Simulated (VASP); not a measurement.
NaF (Villiaumite): single point with LDA

The system is NaF (Villiaumite).

```
CELL_PARAMETERS angstrom
0.00000 2.25178 2.25178
2.25178 0.00000 2.25178
2.25178 2.25178 0.00000
ATOMIC_POSITIONS crystal
Na 0.00000 0.00000 0.00000
F 0.50000 0.50000 0.50000
```

```
Program                : VASP 6.6.1
Task                   : single point
Functional             : LDA
Potentials or basis    : VASP PAW LDA potentials, release 64 (Na_pv, F)
Cutoff                 : 520 eV
k mesh                 : 10 × 10 × 10
Occupations            : gaussian, width 0.01 eV
Spin                   : no spin polarisation
Dipole correction      : no
Further INCAR settings : ALGO = Normal; EDIFF = 1e-06; NBANDS = 14
```

| Quantity | Value |
| --- | --- |
| Pressure | -0.1 GPa |
| Band gap on the k mesh | 6.43 eV, direct |

Levels at points of the mesh, in eV from the valence-band top:
```tsv
k point	band 4	band 5	band 6	band 7	band 8	band 9	band 10	band 11
(0.00, 0.00, 0.00)	-18.52	0.00	0.00	0.00	6.43	19.12	19.12	19.12
(0.50, 0.00, 0.00)	-17.60	-1.86	-0.31	-0.31	10.91	12.83	20.59	20.59
(0.50, 0.50, 0.00)	-18.58	-1.47	-0.46	-0.46	13.10	13.46	14.10	20.44
```

Run time: 6.5 s on 1 thread of Intel(R) Xeon(R) Platinum 8488C (Sapphire Rapids) (shared host), peak memory 0.12 GiB.

A k mesh can miss the band edges. A hybrid or GW would open this gap; LDA tends to underestimate it.
